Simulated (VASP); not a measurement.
# SnSe (Fm-3m) in VASP: electric field gradients with PBE

Aim: the electric field gradients of SnSe with PBE.

Everything below comes from runs of VASP 6.6.1. Logs are shortened: lines on timing, memory, paths and dates and some standing lists are left out, and cuts for length are marked.

## Step 1: The cell of the first run

It takes space group Fm-3m (No. 225, cubic). The conventional cell has a = 6.020 Å, b = 6.020 Å, c = 6.020 Å, α = 90.00°, β = 90.00°, γ = 90.00°. Sn (site symmetry m-3m) has 6 Se at 3.01 Å within 4.0 Å. Se (site symmetry m-3m) has 6 Sn at 3.01 Å within 4.0 Å.

## Step 2: Electric field gradients, PBE, non-collinear spin, zero start, spin-orbit coupling

INCAR reads:

```
SYSTEM = SnSe
PREC     = Accurate       ! precision mode
ENCUT    = 400            ! plane-wave cutoff, eV
EDIFF    = 1E-8           ! SCF threshold, eV
ISMEAR   = -1             ! smearing method
SIGMA    = 0.02           ! smearing width, eV
LREAL    = .False.        ! projectors in reciprocal space
LASPH    = .True.         ! aspherical terms in the spheres
NELM     = 200            ! most SCF steps
ALGO     = Normal         ! electronic algorithm
ISIF     = 2              ! what is computed and relaxed
LWAVE    = .False.        ! write WAVECAR
LCHARG   = .False.        ! write CHGCAR
MAGMOM   = 0 0 0 0 0 0    ! initial moments
LORBIT   = 11             ! projections on sites
LSORBIT  = .True.         ! spin-orbit coupling
GGA_COMPAT= .False.      
LORBMOM  = .True.       
GGA      = PE             ! functional
LEFG     = .True.       
NBANDS   = 32             ! bands
```

KPOINTS reads:

```
Automatic mesh
0
Gamma
  13 13 13
  0 0 0
```

POSCAR reads:

```
SnSe
1.0
    0.0000000000      3.0100000000      3.0100000000
    3.0100000000      0.0000000000      3.0100000000
    3.0100000000      3.0100000000      0.0000000000
Sn Se
1 1
Direct
    0.0000000000      0.0000000000      0.0000000000
    0.5000000000      0.5000000000      0.5000000000
```

Potentials or basis: VASP PAW PBE potentials, release 64 (Sn_d, Se).

The run is started by

```console
cat potpaw_PBE.64/Sn_d/POTCAR potpaw_PBE.64/Se/POTCAR > POTCAR
mpirun -np 1 vasp_ncl > vasp.out
```

OUTCAR:

```text
SYSTEM = SnSe
   PREC = Accurate
   ENCUT = 400
   EDIFF = 1E-8
   ISMEAR = -1
   LREAL = .False.
   LASPH = .True.
   NELM = 200
   ISIF = 2
   LORBIT = 11
   LSORBIT = .True.
   GGA = PE

 ion  position               nearest neighbor table
   1  0.000  0.000  0.000-   2 3.01   2 3.01   2 3.01   2 3.01   2 3.01   2 3.01
   2  0.500  0.500  0.500-   1 3.01   1 3.01   1 3.01   1 3.01   1 3.01   1 3.01

  LATTYP: Found a face centered cubic cell.
 ALAT       =     6.0200000000

  Lattice vectors:

 A1 = (   0.0000000000,   3.0100000000,   3.0100000000)
 A2 = (   3.0100000000,   0.0000000000,   3.0100000000)
 A3 = (   3.0100000000,   3.0100000000,   0.0000000000)

Analysis of symmetry for initial positions (statically):
=====================================================================
 Subroutine PRICEL returns:
 Original cell was already a primitive cell.

 Routine SETGRP: Setting up the symmetry group for a
 face centered cubic supercell.

 Subroutine GETGRP returns: Found 48 space group operations
 (whereof 48 operations were pure point group operations)
 out of a pool of 48 trial point group operations.

The static configuration has the point symmetry O_h .

Analysis of symmetry for dynamics (positions and initial velocities):
=====================================================================
 Subroutine PRICEL returns:
 Original cell was already a primitive cell.

 Routine SETGRP: Setting up the symmetry group for a
 face centered cubic supercell.

 Subroutine GETGRP returns: Found 48 space group operations
 (whereof 48 operations were pure point group operations)
 out of a pool of 48 trial point group operations.

The dynamic configuration has the point symmetry O_h .

Analysis of structural, dynamic, and magnetic symmetry:
=====================================================================
 Subroutine PRICEL returns:
 Original cell was already a primitive cell.

 Routine SETGRP: Setting up the symmetry group for a
 face centered cubic supercell.

 Subroutine GETGRP returns: Found 48 space group operations
 (whereof 48 operations were pure point group operations)
 out of a pool of 48 trial point group operations.

The overall configuration has the point symmetry O_h .

 Subroutine INISYM returns: Found 48 space group operations
 (whereof 48 operations are pure point group operations),
 and found     1 'primitive' translations

[... 1045 lines left out ...]
 eta: asymmetry parameters     (V_yy - V_xx)/ V_zz
 Q  : nuclear electric quadrupole moment in mb (millibarn)
----------------------------------------------------------------------
 ion       Cq(MHz)       eta       Q (mb)
----------------------------------------------------------------------
   1       0.000       0.000       1.000
   2      -0.000       0.000       1.000
----------------------------------------------------------------------

 orbital moment (x)

 # of ion     p       d       tot
 ----------------------------------------
  1         0.000   0.000   0.000
  2         0.000   0.000   0.000
 ----------------------------------------
            0.000   0.000   0.000

 orbital moment (y)

 # of ion     p       d       tot
 ----------------------------------------
  1         0.000  -0.000  -0.000
  2         0.000   0.000   0.000
 ----------------------------------------
            0.000  -0.000  -0.000

 orbital moment (z)

 # of ion     p       d       tot
 ----------------------------------------
  1         0.000  -0.000  -0.000
  2         0.000   0.000   0.000
 ----------------------------------------
            0.000  -0.000  -0.000

 Spin-Orbit-Coupling matrix elements

 Ion:    1  E_soc:     -0.0884012
 l=   1
     0.0000000    -0.0086182    -0.0086182
    -0.0086182     0.0000000    -0.0086182
    -0.0086182    -0.0086182     0.0000000
 l=   2
     0.0000000    -0.0012204     0.0000000    -0.0012204    -0.0048950
    -0.0012204     0.0000000    -0.0036712    -0.0012204    -0.0012237
     0.0000000    -0.0036712     0.0000000    -0.0036712     0.0000000
    -0.0012204    -0.0012204    -0.0036712     0.0000000    -0.0012237
    -0.0048950    -0.0012237     0.0000000    -0.0012237     0.0000000
 l=   3
     0.0000000     0.0000000     0.0000000     0.0000000     0.0000000     0.0000000     0.0000000
     0.0000000     0.0000000     0.0000000     0.0000000     0.0000000     0.0000000     0.0000000
     0.0000000     0.0000000     0.0000000     0.0000000     0.0000000     0.0000000     0.0000000
     0.0000000     0.0000000     0.0000000     0.0000000     0.0000000     0.0000000     0.0000000
     0.0000000     0.0000000     0.0000000     0.0000000     0.0000000     0.0000000     0.0000000
     0.0000000     0.0000000     0.0000000     0.0000000     0.0000000     0.0000000     0.0000000
     0.0000000     0.0000000     0.0000000     0.0000000     0.0000000     0.0000000     0.0000000

 Ion:    2  E_soc:     -0.0429299
 l=   1
     0.0000000    -0.0071649    -0.0071649
    -0.0071649     0.0000000    -0.0071649
    -0.0071649    -0.0071649     0.0000000
 l=   2
     0.0000000    -0.0000015     0.0000000    -0.0000015     0.0000114
    -0.0000015     0.0000000     0.0000086    -0.0000015     0.0000029
     0.0000000     0.0000086     0.0000000     0.0000086     0.0000000
    -0.0000015    -0.0000015     0.0000086     0.0000000     0.0000029
     0.0000114     0.0000029     0.0000000     0.0000029     0.0000000
 l=   3
     0.0000000     0.0000000     0.0000000     0.0000000     0.0000000     0.0000000     0.0000000
     0.0000000     0.0000000     0.0000000     0.0000000     0.0000000     0.0000000     0.0000000
     0.0000000     0.0000000     0.0000000     0.0000000     0.0000000     0.0000000     0.0000000
     0.0000000     0.0000000     0.0000000     0.0000000     0.0000000     0.0000000     0.0000000
     0.0000000     0.0000000     0.0000000     0.0000000     0.0000000     0.0000000     0.0000000
     0.0000000     0.0000000     0.0000000     0.0000000     0.0000000     0.0000000     0.0000000
     0.0000000     0.0000000     0.0000000     0.0000000     0.0000000     0.0000000     0.0000000

 total charge

# of ion       s       p       d       tot
------------------------------------------
    1        1.392   0.665   9.989  12.047
    2        1.477   2.296   0.026   3.798
--------------------------------------------------
tot          2.869   2.962  10.015  15.845

 magnetization (x)

# of ion       s       p       d       tot
------------------------------------------
    1        0.000  -0.000   0.000  -0.000
    2        0.000  -0.000   0.000  -0.000
--------------------------------------------------
tot          0.000  -0.000   0.000  -0.000

 magnetization (y)

# of ion       s       p       d       tot
------------------------------------------
    1        0.000   0.000   0.000   0.000
    2       -0.000   0.000  -0.000  -0.000
--------------------------------------------------
tot          0.000   0.000   0.000   0.000

 magnetization (z)

# of ion       s       p       d       tot
------------------------------------------
    1       -0.000   0.000  -0.000  -0.000
    2       -0.000  -0.000  -0.000  -0.000
--------------------------------------------------
tot         -0.000   0.000  -0.000  -0.000
```

stdout:

```text
POSCAR found type information on POSCAR SnSe
 POSCAR found :  2 types and       2 ions
 scaLAPACK will be used
 LDA part: xc-table for (Slater+PW92), standard interpolation
 POSCAR, INCAR and KPOINTS ok, starting setup
 FFT: planning ... GRIDC
 FFT: planning ... GRID_SOFT
 FFT: planning ... GRID
 WAVECAR not read
 entering main loop
ion   1

ion   2
```

It took 2.8 min on 1 thread of Intel Xeon Platinum 8488C (Sapphire Rapids), shared host; peak memory 0.33 GiB.

What came out:

```
Free energy                                           : -8.2755 eV
Pressure                                              : 1.0 GPa
Net moment                                            : 0.00 μB per cell
Largest electric field gradient by atom               : zero within the noise of the run
Valence electrons inside the program's atomic spheres : Sn 12.05; Se 3.80
```

Moments on the atoms (μB; x, y, z):
```
Sn  0.00 0.00 0.00
Se  0.00 0.00 0.00
```
